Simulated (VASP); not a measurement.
Crystal: BaTe.

```
Ba Te
1.0
     0.00000    3.91416    3.91416
     3.91416    0.00000    3.91416
     3.91416    3.91416    0.00000
Ba Te
1 1
Direct
  0.00000 0.00000 0.00000
  0.25000 0.25000 0.25000
```

Base run:

- Program: VASP 6.6.1
- Functional: PBE
- Dispersion: D4
- Potentials or basis: VASP PAW PBE potentials, release 64 (Ba_sv, Te)
- Cutoff: 500 eV
- k mesh: 4 × 4 × 4
- Occupations: gaussian, width 0.01 eV
- Spin: no spin polarisation

Its results: band gap on the k mesh 2.58 eV (least direct gap 2.92 eV); pressure -0.4 GPa.

The run is repeated on the same cell with these changes: dispersion from D4 to none; occupations from gaussian, width 0.01 eV to gaussian, width 0.05 eV. What comes out?

Band gap on the k mesh 2.58 eV (least direct gap 2.92 eV); pressure 0.2 GPa.

Caveats: spin-orbit coupling is left out, which moves the levels of the heavy elements.

A k mesh can miss the band edges.
